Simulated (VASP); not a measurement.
Bi:

```
Bi
1.0
     3.43193   -2.26824    0.00000
     3.43193    2.26824    0.00000
     0.00000    0.00000    9.25272
Bi
4
Direct
  0.85000 0.15000 0.11700
  0.65000 0.35000 0.61700
  0.15000 0.85000 0.88300
  0.35000 0.65000 0.38300
```

```yaml
Program: VASP 6.6.1
Task: relaxation of cell and atoms
Functional: PBEsol
Potentials_or_basis: VASP PAW PBE potentials, release 64 (Bi_d)
Cutoff: 600 eV
k_mesh: 4 × 4 × 2
Occupations: gaussian, width 0.1 eV
Spin: no spin polarisation
```

At the start: pressure 4.9 GPa; volume 36.01 Å³/atom.

Task: Where does the relaxation end?

Result: Over 24 steps the energy falls by 770.0 meV/atom and the volume is 30.23 Å³/atom (-16.1 %); space group Cmce (No. 64, to 0.1 Å) before, Fmmm (No. 69, to 0.1 Å).

Step by step:
```tsv
step	energy change (eV)	largest force (eV/Å)	pressure (GPa)	volume (Å³)
1	0.0000	4.4290	4.89	144.05
2	-1.3882	0.3856	-7.39	166.70
3	-1.5389	0.7230	-5.58	158.32
4	-2.4431	0.2875	-2.07	134.95
5	-2.5364	0.4774	0.39	127.97
6	-2.5378	0.5120	0.70	127.23
7	-2.6974	0.6133	0.76	124.93
8	-2.7309	0.5542	1.01	123.58
9	-2.7320	0.5351	1.10	123.19
10	-2.7860	0.2672	-1.17	127.08
11	-2.7866	0.2458	-1.36	127.50
12	-2.8370	0.2301	-1.02	125.98
13	-2.8762	0.2549	-0.41	123.79
14	-2.8667	0.6185	1.40	119.30
15	-2.8848	0.3216	0.01	122.25
16	-2.9121	0.3278	0.08	121.72
17	-2.9972	0.2786	0.43	120.13
18	-3.0539	0.0640	2.05	116.94
19	-3.0565	0.0982	1.61	117.57
20	-3.0748	0.0537	0.63	119.46
21	-3.0779	0.0479	0.13	120.54
22	-3.0780	0.0488	0.08	120.65
23	-3.0787	0.0385	0.07	120.72
24	-3.0800	0.0118	-0.02	120.93
```

Final structure:
```xyz
4
Lattice="2.7797 -2.2196 0.0000 2.7797 2.2196 0.0000 0.0000 0.0000 9.8006" Properties=species:S:1:pos:R:3 pbc="T T T"
Bi    2.7797   -1.1121    1.2237
Bi    2.7797   -1.1074    6.1240
Bi    2.7797    1.1121    8.5769
Bi    2.7797    1.1074    3.6766
```

Caveat: the k points lie up to 0.45 Å⁻¹ apart in the final cell, too coarse for converged energies and pressures of a metal; the volume moved by over 15 % at a fixed basis, so the end points are rough; the PAW data sets were made with another functional, which shifts forces and pressure a little.
